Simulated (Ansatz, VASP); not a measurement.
## Au in VASP and in Ansatz

File INCAR:

```
PREC = Accurate ; ENCUT = 520
EDIFF = 1E-6 ; ISMEAR = 0
SIGMA = 0.1 ; LREAL = F
LASPH = T ; NELM = 80
ALGO = Normal ; ISIF = 2
LWAVE = F ; LCHARG = F
GGA = PS ; NBANDS = 12
```

KPOINTS

```
regular mesh
0
Gamma
  8 8 8
```

The input POSCAR:

```
Au
1.0
    0.0000000000      2.0585000000      2.0585000000
    2.0585000000      0.0000000000      2.0585000000
    2.0585000000      2.0585000000      0.0000000000
Au
1
Direct
    0.0000000000      0.0000000000      0.0000000000
```

Input for Ansatz:

```yaml
crystal:
  lattice:
    - [0.0, 2.0585, 2.0585]
    - [2.0585, 0.0, 2.0585]
    - [2.0585, 2.0585, 0.0]
  atoms:
    - { symbol: Au, position: [0.0, 0.0, 0.0] }
basis:
  ecutwfc: 420
kpoints:
  mp_grid: { grid: [8, 8, 8] }
hamiltonian:
  xc: pbesol
  pseudopotentials: { kind: paw, azcp: { folder: soft_1 } }
scf:
  occupations: { method: gaussian, width: 0.1 }
output:
  forces: true
  stress: true
  eigenvalues: true
```

Alike in both runs: task single point; functional PBEsol; k mesh 8 × 8 × 8; occupations gaussian, width 0.1 eV; no spin polarisation.

```csv
,VASP,Ansatz
version,VASP 6.6.1,Ansatz 0.2.0
potentials or method,"VASP PAW PBE potentials, release 64 (Au), cutoff 520 eV","scalar-relativistic, plane waves, PAW"
valence electrons in the cell,11,19
```

|  | VASP | Ansatz | Ansatz less VASP |
| --- | --- | --- | --- |
| gap on the k mesh at the Fermi level (eV) | none | none | - |
| pressure (GPa) | -3.4 | -3.2 | +0.27 |

VASP's potentials were made for PBE, not for PBEsol, and Ansatz warns of the same on its side. A gap of «none» marks a metal or a gap that the smearing closes. VASP's potentials hold 11 valence electrons a cell and Ansatz's 19, so a difference there can come from the potentials and not from the codes.

Spin-orbit coupling is off throughout.
